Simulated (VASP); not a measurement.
# BN: single point with PBE+D3(BJ)

Crystal: BN.

```
B N
1.0
    -2.50399    0.00000    0.00000
    -1.25200   -2.16852    0.00000
     0.00000    0.00000   15.32240
B N
4 4
Direct
  0.33333 0.33333 0.76079
  0.33333 0.33333 0.32605
  0.66667 0.66667 0.10868
  0.66667 0.66667 0.54342
  0.33333 0.33333 0.10868
  0.33333 0.33333 0.54342
  0.66667 0.66667 0.76079
  0.66667 0.66667 0.32605
```

This cell differs from its parent crystal: the distance across one plane changed.

| Quantity | Value |
| --- | --- |
| Program | VASP 6.6.1 |
| Task | single point |
| Functional | PBE |
| Dispersion | D3(BJ) |
| Potentials or basis | VASP PAW PBE potentials, release 64 (B, N) |
| Cutoff | 520 eV |
| k mesh | 10 × 10 × 2 |
| Occupations | gaussian, width 0.05 eV |
| Spin | no spin polarisation |
| Dipole correction | no |
| Further INCAR settings | ALGO = Normal; EDIFF = 1e-06; NBANDS = 26 |

- Pressure: 0.7 GPa
- Largest force: 0.031 eV/Å
- Band gap on the k mesh: 4.33 eV (least direct gap 4.73 eV)
- Dispersion energy per atom: -0.127 eV

Forces on the atoms (eV/Å):
```
B    0.000  0.000 -0.009
B    0.000  0.000  0.001
B    0.000  0.000  0.009
B    0.000  0.000 -0.001
N    0.000  0.000 -0.031
N    0.000  0.000 -0.002
N    0.000  0.000  0.031
N    0.000  0.000  0.002
```

Stress tensor (GPa, compression positive):
```
 1.26  0.00  0.00
 0.00  1.26  0.00
 0.00  0.00 -0.42
```

Levels at points of the mesh, in eV from the valence-band top:
```
           k point  band 14  band 15  band 16  band 17  band 18  band 19
(0.00, 0.00, 0.00)    -1.31    -1.31    -1.31     4.57     6.30     6.78
(0.50, 0.00, 0.00)    -1.06    -0.76    -0.53     4.33     4.59     4.97
(0.00, 0.00, 0.50)    -1.31    -1.31    -1.31     4.72     5.64     7.95
(0.50, 0.00, 0.50)    -1.07    -0.75    -0.53     4.33     4.56     5.02
```

It took 99 s on 1 thread of Intel Xeon 8259CL, with other jobs on the host, peak memory 0.22 GiB.

Caveat: the cell differs from its parent crystal (the distance across one plane changed). A k mesh can miss the band edges.
